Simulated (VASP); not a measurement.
Set up this calculation in VASP 6.6.1, as the native input.

- Task: single point
- Functional: PBE
- Potentials or basis: VASP PAW PBE potentials, release 64 (Hg, Te)
- Cutoff: 520 eV
- k mesh: 12 × 12 × 12
- Occupations: fermi-dirac, width 0.08 eV
- Spin: non-collinear spin, zero start, spin-orbit coupling
- Starting moments: [[0.0, 0.0, 0.0], [0.0, 0.0, 0.0]] μB
- Dipole correction: no
- Further INCAR settings: ALGO = Normal; EDIFF = 1e-06; NBANDS = 30

The structure of HgTe (rocksalt type) lies in POSCAR:

```
HgTe
1.0
    0.0000000000      3.0726841791      3.0726841791
    3.0726841791      0.0000000000      3.0726841791
    3.0726841791      3.0726841791      0.0000000000
Hg Te
1 1
Direct
    0.0000000000      0.0000000000      0.0000000000
    0.5000000000      0.5000000000      0.5000000000
```

One way to write it, as run:

INCAR

```
ALGO = Normal ; EDIFF = 1E-6
ENCUT = 520 ; GGA = PE
GGA_COMPAT = F ; ISIF = 2
ISMEAR = -1 ; LASPH = T
LCHARG = F ; LORBIT = 11
LORBMOM = T ; LREAL = F
LSORBIT = T ; LWAVE = F
MAGMOM = 0 0 0 0 0 0 ; NBANDS = 30
NELM = 150 ; PREC = Accurate
SIGMA = 0.08
```

KPOINTS

```
k-points
0
Gamma
  12 12 12
```

Potentials or basis: VASP PAW PBE potentials, release 64 (Hg, Te).

Run with:

```bash
$ cat potpaw_PBE.64/Hg/POTCAR potpaw_PBE.64/Te/POTCAR > POTCAR
$ mpirun -np 1 vasp_ncl > vasp.out
```

Results of the run:

| Property | Result |
| --- | --- |
| Pressure | 0.0 GPa |
| Net moment | 0.00 μB per cell |
| Valence electrons inside the program's atomic spheres | Hg 10.43; Te 3.30 |

Run time: 2.8 min on 1 thread of Intel(R) Xeon(R) Platinum 8259CL CPU @ 2.50GHz (Skylake/Cascade Lake), with other jobs on the host, peak memory 0.42 GiB.
